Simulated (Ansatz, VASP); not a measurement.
**One calculation of BiRu, two programs**

POSCAR

```
BiRu
1.0
    0.0000000000      2.7747409757      2.7747409757
    2.7747409757      0.0000000000      2.7747409757
    2.7747409757      2.7747409757      0.0000000000
Ru Bi
1 1
Direct
    0.0000000000      0.0000000000      0.0000000000
    0.5000000000      0.5000000000      0.5000000000
```

The input INCAR.step1:

```
SYSTEM = BiRu
PREC = Accurate
ENCUT = 520
ISMEAR = -1
SIGMA = 0.05
LREAL = .FALSE.
LASPH = .TRUE.
NELM = 80
NBANDS = 22
GGA = PE
ALGO = Normal
EDIFF = 1E-4
LWAVE = .TRUE.
LCHARG = .FALSE.
```

File INCAR.step2:

```
SYSTEM = BiRu
PREC = Accurate
ENCUT = 520
EDIFF = 1E-8
ISMEAR = -1
SIGMA = 0.05
LREAL = .FALSE.
LASPH = .TRUE.
NELM = 80
ALGO = Normal
ISIF = 2
LWAVE = .FALSE.
LCHARG = .FALSE.
METAGGA = R2SCAN
LMIXTAU = .TRUE.
LEFG = .TRUE.
NBANDS = 22
ISTART = 1
```

KPOINTS

```
Automatic mesh
0
G
  10 10 10
  0 0 0
```

Input for Ansatz:

```yaml
crystal:
  lattice:
    - [0.0, 2.7747409757, 2.7747409757]
    - [2.7747409757, 0.0, 2.7747409757]
    - [2.7747409757, 2.7747409757, 0.0]
  atoms:
    - { symbol: Ru, position: [0.0, 0.0, 0.0] }
    - { symbol: Bi, position: [0.5, 0.5, 0.5] }
kpoints:
  mp_grid: { grid: [10, 10, 10] }
  band_path:
    path:
      - [0.0, 0.0, 0.0]
      - [0.5, 0.0, 0.5]
      - [0.625, 0.25, 0.625]
      - [0.375, 0.375, 0.75]
      - [0.0, 0.0, 0.0]
      - [0.5, 0.5, 0.5]
      - [0.5, 0.25, 0.75]
      - [0.5, 0.0, 0.5]
    npoints: 5
scf:
  occupations: { method: fermi_dirac, width: 0.05 }
hamiltonian:
  xc: r2scan
  pseudopotentials: { kind: paw }
output:
  forces: true
  stress: true
  eigenvalues: true
  efg: { contact_densities: true }
```

Alike in both runs: task electric field gradients; functional r2SCAN; k mesh 10 × 10 × 10; occupations fermi-dirac, width 0.05 eV; no spin polarisation.

```csv
,VASP,Ansatz
version,VASP 6.6.1,Ansatz 0.2.0
potentials or method,"VASP PAW PBE potentials, release 64 (Ru_pv, Bi_d)","PAW with Ansatz's default frozen-core files, scalar-relativistic"
plane-wave cutoff (eV),520,500
valence electrons in the cell,29,31
```

```tsv
	VASP	Ansatz	Ansatz less VASP
pressure (GPa)	-2.4	-2.8	-0.43
```

VASP's potentials were made for PBE, not for r2SCAN. VASP's potentials hold 29 valence electrons a cell and Ansatz's 31, so a difference there can come from the potentials and not from the codes.

Neither program's run includes spin-orbit coupling.
